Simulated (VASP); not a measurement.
**W: single point with r2SCAN**

The system is W.

```
CELL_PARAMETERS angstrom
4.60286 0.00000 0.00000
-2.30143 3.98619 0.00000
0.00000 0.00000 2.55690
ATOMIC_POSITIONS crystal
W 0.00000 0.00000 0.00000
W 0.33333 0.66667 0.50000
W 0.66667 0.33333 0.50000
```

This cell differs from its parent crystal: volume scaled by 0.96.

```
Program                : VASP 6.6.1
Task                   : single point
Functional             : r2SCAN
Potentials or basis    : VASP PAW PBE potentials, release 64 (W_sv)
Cutoff                 : 520 eV
k mesh                 : 9 × 9 × 14
Occupations            : fermi-dirac, width 0.1 eV
Spin                   : no spin polarisation
Dipole correction      : no
Further INCAR settings : ALGO = Normal; EDIFF = 1e-06; NBANDS = 28
```

| Property | Result |
| --- | --- |
| Pressure | 14.5 GPa |
| Band gap on the k mesh | zero (band 21 reaches 11.83 eV, above the bottom of band 22 at 10.82 eV) |

Levels at points of the mesh, in eV from the Fermi level:
| k point | band 18 | band 19 | band 20 | band 21 | band 22 | band 23 | band 24 | band 25 |
| --- | --- | --- | --- | --- | --- | --- | --- | --- |
| (0.00, 0.00, 0.00) | -2.81 | -2.81 | -2.64 | -0.35 | -0.35 | 2.48 | 2.48 | 2.56 |
| (0.00, 0.00, 0.50) | -2.90 | -1.21 | -1.21 | 0.26 | 0.26 | 3.56 | 3.56 | 4.45 |

Run time: 2.6 min on 1 thread of Intel(R) Xeon(R) Platinum 8559C (Emerald Rapids), on a shared host, peak memory 0.23 GiB.

Caveat: the PAW data sets were made with another functional, which shifts forces and pressure a little; spin-orbit coupling is left out, which moves the levels of the heavy elements.
